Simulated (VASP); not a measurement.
Wanted: the native input for a VASP 6.6.1 run.

```yaml
Task: single point
Functional: PBE
Potentials_or_basis: VASP PAW PBE potentials, release 64 (K_sv, I)
Cutoff: 520 eV
k_mesh: 6 × 6 × 6
Occupations: gaussian, width 0.05 eV
Spin: no spin polarisation
Dipole_correction: no
Further_INCAR_settings: ALGO = Normal; EDIFF = 1e-06; NBANDS = 15
```

The structure of KI lies in POSCAR:

```
KI
1.0
    0.0000000000      3.4364362500      3.5245500000
    3.4364362500      0.0000000000      3.5245500000
    3.4364362500      3.4364362500      0.0000000000
K I
1 1
Direct
    0.0000000000      0.0000000000      0.0000000000
    0.5000000000      0.5000000000      0.5000000000
```

This cell differs from its parent crystal: strain -0.025 along x and y, +0.000 along z.

One way to write it, as run:

INCAR

```
  PREC = Accurate
  ENCUT = 520
  EDIFF = 1E-6
  ISMEAR = 0
  SIGMA = 0.05
  LREAL = False
  LASPH = True
  NELM = 60
  ALGO = Normal
  ISIF = 2
  LWAVE = False
  LCHARG = False
  GGA = PE
  NBANDS = 15
```

KPOINTS

```
Automatic mesh
0
Gamma
  6 6 6
```

Potentials or basis: VASP PAW PBE potentials, release 64 (K_sv, I).

Run with:

```bash
$ cat potpaw_PBE.64/K_sv/POTCAR potpaw_PBE.64/I/POTCAR > POTCAR
$ mpirun -np 1 vasp_std > vasp.out
```

It gave:

```yaml
Pressure: 1.5 GPa
Band_gap_on_the_k_mesh: 4.10 eV, direct
```

Caveat: the cell differs from its parent crystal (strain -0.025 along x and y, +0.000 along z); spin-orbit coupling is left out, which moves the levels of the heavy elements.

Run time: 68 s on 1 thread of AMD EPYC 7R43 64-Core Processor (Zen 3), with other jobs on the host, peak memory 0.2 GiB.
